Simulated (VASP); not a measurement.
# CsSnI3 (Pm-3m) in VASP: further runs

CsSnI3 is run at these levels: PBE; tasks: single point.

Everything below comes from runs of VASP 6.6.1. Logs are shortened: lines on timing, memory, paths and dates and some standing lists are left out, and cuts for length are marked.

### Step 1. The cell of the first run

Symmetry: Pm-3m, No. 221, cubic system. Conventional cell: a = 6.171 Å, b = 6.171 Å, c = 6.171 Å, α = 90.00°, β = 90.00°, γ = 90.00°. Within 5.7 Å of Cs (site symmetry m-3m) lie 12 I at 4.36 Å and 8 Sn at 5.34 Å. Sn (site symmetry m-3m) has 6 I at 3.09 Å within 4.1 Å. Within 4.1 Å of I (site symmetry 4/mmm) lie 2 Sn at 3.09 Å.

### Step 2. Single point, PBE (volume changed by -6%)

INCAR

```
SYSTEM = CsSnI3
PREC = Accurate
ENCUT = 520
EDIFF = 1E-7
ISMEAR = 0
SIGMA = 0.01
LREAL = .False.
LASPH = .True.
NELM = 60
ALGO = Normal
ISIF = 2
LWAVE = .False.
LCHARG = .False.
GGA = PE
NBANDS = 30
```

KPOINTS

```
regular mesh
0
Gamma
  4 4 4
  0 0 0
```

POSCAR

```
CsSnI3
1.0
    6.1712308105      0.0000000000      0.0000000000
    0.0000000000      6.1712308105      0.0000000000
    0.0000000000      0.0000000000      6.1712308105
Cs Sn I
1 1 3
Direct
    0.0000000000      0.0000000000      0.0000000000
    0.5000000000      0.5000000000      0.5000000000
    0.0000000000      0.5000000000      0.5000000000
    0.5000000000      0.0000000000      0.5000000000
    0.5000000000      0.5000000000      0.0000000000
```

Potentials or basis: VASP PAW PBE potentials, release 64 (Cs_sv, Sn_d, I).

Run with:

```
$ cat potpaw_PBE.64/Cs_sv/POTCAR potpaw_PBE.64/Sn_d/POTCAR potpaw_PBE.64/I/POTCAR > POTCAR
$ mpirun -np 1 vasp_std > vasp.out
```

OUTCAR:

```text
SYSTEM = CsSnI3
   PREC = Accurate
   ENCUT = 520
   EDIFF = 1E-7
   ISMEAR = 0
   LREAL = .False.
   LASPH = .True.
   NELM = 60
   ISIF = 2
   GGA = PE

 ion  position               nearest neighbor table
   1  0.000  0.000  0.000-
   2  0.500  0.500  0.500-   3 3.09   4 3.09   5 3.09   5 3.09   4 3.09   3 3.09
   3  0.000  0.500  0.500-   2 3.09   2 3.09
   4  0.500  0.000  0.500-   2 3.09   2 3.09
   5  0.500  0.500  0.000-   2 3.09   2 3.09

  LATTYP: Found a simple cubic cell.
 ALAT       =     6.1712308105

  Lattice vectors:

 A1 = (   6.1712308105,   0.0000000000,   0.0000000000)
 A2 = (   0.0000000000,   6.1712308105,   0.0000000000)
 A3 = (   0.0000000000,   0.0000000000,   6.1712308105)

Analysis of symmetry for initial positions (statically):
=====================================================================
 Subroutine PRICEL returns:
 Original cell was already a primitive cell.

 Routine SETGRP: Setting up the symmetry group for a
 simple cubic supercell.

 Subroutine GETGRP returns: Found 48 space group operations
 (whereof 48 operations were pure point group operations)
 out of a pool of 48 trial point group operations.

The static configuration has the point symmetry O_h .

Analysis of symmetry for dynamics (positions and initial velocities):
=====================================================================
 Subroutine PRICEL returns:
 Original cell was already a primitive cell.

 Routine SETGRP: Setting up the symmetry group for a
 simple cubic supercell.

 Subroutine GETGRP returns: Found 48 space group operations
 (whereof 48 operations were pure point group operations)
 out of a pool of 48 trial point group operations.

The dynamic configuration has the point symmetry O_h .

 Subroutine INISYM returns: Found 48 space group operations
 (whereof 48 operations are pure point group operations),
 and found     1 'primitive' translations

----------------------------------------------------------------------------------------

                                     Primitive cell

  volume of cell :     235.0257

  direct lattice vectors                    reciprocal lattice vectors
     6.171230810  0.000000000  0.000000000     0.162042230  0.000000000  0.000000000
     0.000000000  6.171230810  0.000000000     0.000000000  0.162042230  0.000000000
     0.000000000  0.000000000  6.171230810     0.000000000  0.000000000  0.162042230
[... 75 lines left out ...]
   EDIFF  = 0.1E-06   stopping-criterion for ELM
   LREAL  =      F    real-space projection
   EDIFFG = 0.1E-05   stopping-criterion for IOM
   NSW    =      0    number of steps for IOM
   IBRION =     -1    ionic relax: 0-MD 1-quasi-New 2-CG
   NFREE  =      0    steps in history (QN), initial steepest desc. (CG)
   ISIF   =      2    stress and relaxation
   ISYM   =      2    0-nonsym 1-usesym 2-fastsym
   POTIM  = 0.5000    time-step for ionic-motion
   TEBEG  =    0.0;   TEEND  =   0.0 temperature during run
   PSTRESS=    0.0 pullay stress
   NELECT =      44.0000    total number of electrons
   NUPDOWN=      -1.0000    fix difference up-down
   EMIN   =  10.00;   EMAX   =-10.00  energy-range for DOS
   EFERMI =   0.00;   METHOD = LEGACY
   ISMEAR =     0;   SIGMA  =   0.01  broadening in eV -4-tet -1-fermi 0-gaus
   EFERMI_NEDOS =   21; number of points for ismear=-14 and -15
   IALGO  =     38    algorithm
   IMIX   =      4    mixing-type and parameters
     AMIX     =   0.40;   BMIX     =  1.00
     AMIX_MAG =   1.60;   BMIX_MAG =  1.00
  volume/ion in A,a.u.               =      47.01       317.21
  Fermi-wavevector in a.u.,A,eV,Ry     =   0.936528  1.769781 11.933453  0.877084
  Thomas-Fermi vector in A             =   2.063546
   LORBIT       =      0    0 simple, 1 ext, 2 COOP (PROOUT), +10 PAW based schemes
   GGA     = PE    functional components
   LHFCALC =     F    Hartree Fock is set to
   AEXX    =    0.0000 exact exchange contribution
   IVDW    =     0    specifies the selected vdW correction
   LEPSILON=     F    determine dielectric tensor
   LRPA    =     F    only Hartree local field effects (RPA)
 non-spin polarized calculation
 Gauss-broadening in eV      SIGMA  =   0.01
  energy-cutoff  :      520.00
  volume of cell :      235.03
 maximum number of plane-waves:      6382
 NGX is ok and might be reduce to    48
   NGX = 23   NGY = 23   NGZ = 23

 number of electron      43.9999994 magnetization

 Free energy of the ion-electron system (eV)
  ---------------------------------------------------
  ext. energy  EPLUGINS =         0.00000000
  ---------------------------------------------------
  free energy    TOTEN  =       -13.92215160 eV

  energy without entropy =      -13.92215160  energy(sigma->0) =      -13.92215160

 E-fermi :   3.1842     XC(G=0):  -7.5921

 val. band max:        3.1248395713   @ k =   0.5000   0.5000   0.5000
 cond. band min:       3.3497053267   @ k =   0.5000   0.5000   0.5000
 fundamental gap:      0.2248657554
 Fermi energy:         3.1841685563

 k-point     1 :       0.0000    0.0000    0.0000
  band No.  band energies     occupation
      1     -19.2876      2.00000
      2     -19.0952      2.00000
      3     -19.0952      2.00000
      4     -19.0731      2.00000
      5     -19.0731      2.00000
      6     -19.0731      2.00000
[... 319 lines left out ...]
     29       7.0039      0.00000
     30       8.2040      0.00000

------------------------ aborting loop because EDIFF is reached ----------------------------------------

  FORCE on cell =-STRESS in cart. coord.  units (eV):
  Direction    XX          YY          ZZ          XY          YZ          ZX
  --------------------------------------------------------------------------------------
  -------------------------------------------------------------------------------------
  Total        1.6686450      1.6686450      1.6686450     -0.0000000      0.0000000     -0.0000000
  in kB       11.3752034     11.3752034     11.3752034     -0.0000000      0.0000000     -0.0000000
  external PRESSURE =      11.3752034 kB  Pullay stress =       0.0000000 kB

 VOLUME and BASIS-vectors are now :
 -----------------------------------------------------------------------------
  energy-cutoff  :      520.00
  volume of cell :      235.03
      direct lattice vectors                 reciprocal lattice vectors
     6.171230810  0.000000000  0.000000000     0.162042230  0.000000000  0.000000000
     0.000000000  6.171230810  0.000000000     0.000000000  0.162042230  0.000000000
     0.000000000  0.000000000  6.171230810     0.000000000  0.000000000  0.162042230

 POSITION                                       TOTAL-FORCE (eV/Angst)
 -----------------------------------------------------------------------------------
      0.00000      0.00000      0.00000         0.000000      0.000000      0.000000
      3.08562      3.08562      3.08562         0.000000      0.000000      0.000000
      0.00000      3.08562      3.08562         0.000000      0.000000      0.000000
      3.08562      0.00000      3.08562         0.000000      0.000000      0.000000
      3.08562      3.08562      0.00000         0.000000      0.000000      0.000000
 -----------------------------------------------------------------------------------
    total drift:                                0.000000     -0.000000     -0.000000

  FREE ENERGIE OF THE ION-ELECTRON SYSTEM (eV)
  ---------------------------------------------------
  free  energy   TOTEN  =       -13.9221515975 eV

  energy  without entropy=      -13.9221515975  energy(sigma->0) =      -13.92215160
```

stdout:

```text
POSCAR found type information on POSCAR CsSnI
 POSCAR found :  3 types and       5 ions
 scaLAPACK will be used
 LDA part: xc-table for (Slater+PW92), standard interpolation
 POSCAR, INCAR and KPOINTS ok, starting setup
 FFT: planning ... GRIDC
 FFT: planning ... GRID_SOFT
 FFT: planning ... GRID
 WAVECAR not read
 entering main loop
```

Run time: 2.1 min. Hardware: 1 thread of AMD EPYC, shared host; peak memory 0.32 GiB.

What came out:

| Property | Result |
| --- | --- |
| Free energy | -13.9222 eV |
| Pressure | 1.1 GPa |
| Band gap on the k mesh | 0.22 eV, direct |

Levels at points of the mesh, in eV from the valence-band top:
| k point | band 19 | band 20 | band 21 | band 22 | band 23 | band 24 | band 25 | band 26 |
| --- | --- | --- | --- | --- | --- | --- | --- | --- |
| (0.00, 0.00, 0.00) | -2.47 | -2.30 | -2.30 | -2.30 | 2.08 | 2.97 | 2.97 | 3.30 |
| (0.50, 0.00, 0.00) | -2.64 | -2.43 | -2.43 | -1.64 | 1.01 | 3.65 | 3.82 | 4.07 |
| (0.50, 0.50, 0.00) | -2.80 | -2.65 | -1.87 | -0.82 | 0.68 | 0.68 | 3.95 | 4.10 |
| (0.50, 0.50, 0.50) | -1.85 | -1.85 | -1.85 | 0.00 | 0.22 | 0.22 | 0.22 | 2.87 |

Caveat: the cell differs from its parent crystal (volume changed by -6%); spin-orbit coupling is left out, which moves the levels of the heavy elements. A k mesh can miss the band edges.

### Step 3. Single point, PBE

This run uses another cell than the first one, of 48.63 Å³/atom, 1.035 times its volume.

INCAR

```
ALGO     = Normal         # electronic algorithm
EDIFF    = 1E-7           # SCF threshold, eV
ENCUT    = 520            # plane-wave cutoff, eV
GGA      = PE             # functional
ISIF     = 2              # what is computed and relaxed
ISMEAR   = 0              # smearing method
LASPH    = True           # aspherical terms in the spheres
LCHARG   = False          # write CHGCAR
LREAL    = False          # projectors in reciprocal space
LWAVE    = False          # write WAVECAR
NBANDS   = 30             # bands
NELM     = 80             # most SCF steps
PREC     = Accurate       # precision mode
SIGMA    = 0.01           # smearing width, eV
```

KPOINTS

```
k-points
0
Gamma
  4 4 4
```

POSCAR: that of step 2 with these lines changed.

```diff
@@ -2,5 +2,5 @@
 1.0
-    6.1712308105      0.0000000000      0.0000000000
-    0.0000000000      6.1712308105      0.0000000000
-    0.0000000000      0.0000000000      6.1712308105
+    6.2414001656      0.0000000000      0.0000000000
+    0.0000000000      6.2414001656      0.0000000000
+    0.0000000000      0.0000000000      6.2414001656
 Cs Sn I
```

Potentials or basis: VASP PAW PBE potentials, release 64 (Cs_sv, Sn_d, I).

Run with:

```
$ cat potpaw_PBE.64/Cs_sv/POTCAR potpaw_PBE.64/Sn_d/POTCAR potpaw_PBE.64/I/POTCAR > POTCAR
$ mpirun -np 1 vasp_std > vasp.out
```

Run time: 2.2 min. Hardware: 1 thread of AMD EPYC, shared host; peak memory 0.32 GiB.

It converged, with:

* Free energy: -13.9635 eV
* Pressure: 0.5 GPa
* Band gap on the k mesh: 0.38 eV, direct

Levels at points of the mesh, in eV from the valence-band top:
```csv
k point,band 20,band 21,band 22,band 23,band 24,band 25
"(0.00, 0.00, 0.00)",-2.09,-2.09,-2.09,2.25,3.20,3.20
"(0.50, 0.00, 0.00)",-2.21,-2.21,-1.52,1.13,3.76,3.98
"(0.50, 0.50, 0.00)",-2.44,-1.68,-0.75,0.81,0.81,3.97
"(0.50, 0.50, 0.50)",-1.66,-1.66,0.00,0.38,0.38,0.38
```

Caveat: spin-orbit coupling is left out, which moves the levels of the heavy elements. A k mesh can miss the band edges.
